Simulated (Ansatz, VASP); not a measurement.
## One calculation of Hg, two programs

```
Hg
1.0
     3.46181    0.00000    0.00000
    -1.73090    2.99802    0.00000
     0.00000    0.00000    5.48755
Hg
2
Direct
  0.66667 0.33333 0.75000
  0.33333 0.66667 0.25000
```

Alike in both runs: task single point; functional LDA; k mesh 10 × 10 × 6; occupations fermi-dirac, width 0.05 eV; no spin polarisation.

|  | VASP | Ansatz |
| --- | --- | --- |
| version | VASP 6.6.1 | Ansatz 0.2.0 |
| potentials or method | VASP PAW LDA potentials, release 64 (Hg) | plane waves, PAW |
| plane-wave cutoff (eV) | 520 | 420 |
| valence electrons in the cell | 24 | 40 |

```tsv
	VASP	Ansatz	Ansatz less VASP
pressure (GPa)	-4.2	-4.3	-0.05
traceless stress, the component that is largest in VASP (GPa)	-0.09	-0.13	-0.038
```

LDA's correlation is that of Perdew and Zunger in VASP and of Perdew and Wang (1992) in Ansatz. VASP's potentials hold 24 valence electrons a cell and Ansatz's 40, so a difference there can come from the potentials and not from the codes.

Spin-orbit coupling is off throughout.
